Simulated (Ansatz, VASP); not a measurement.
## One calculation of ZnSe, two programs

```
Zn Se
1.0
     0.00000    2.86630    2.86630
     2.86630    0.00000    2.86630
     2.86630    2.86630    0.00000
Zn Se
1 1
Direct
  0.00000 0.00000 0.00000
  0.75000 0.75000 0.75000
```

Alike in both runs: functional PBE; k mesh 8 × 8 × 8; no spin polarisation.

Ansatz relaxed the structure, and its values are those at the end. VASP's run is a single point on that final structure, the one shown.

|  | VASP | Ansatz |
| --- | --- | --- |
| version | VASP 6.6.1 | Ansatz 0.2.0 |
| potentials or method | VASP PAW PBE potentials, release 64 (Zn, Se), cutoff 520 eV | scalar-relativistic, plane waves, PAW |
| occupations | gaussian, width 0.01 eV | fixed |
| valence electrons in the cell | 18 | 28 |

```csv
,VASP,Ansatz,Ansatz less VASP
gap on the k mesh at the Fermi level (eV),1.15,1.15,-0.001
least direct gap on the mesh (eV),1.15,1.15,-0.001
pressure (GPa),0.2,0.0,-0.21
```

VASP's potentials hold 18 valence electrons a cell and Ansatz's 28, so a difference there can come from the potentials and not from the codes.
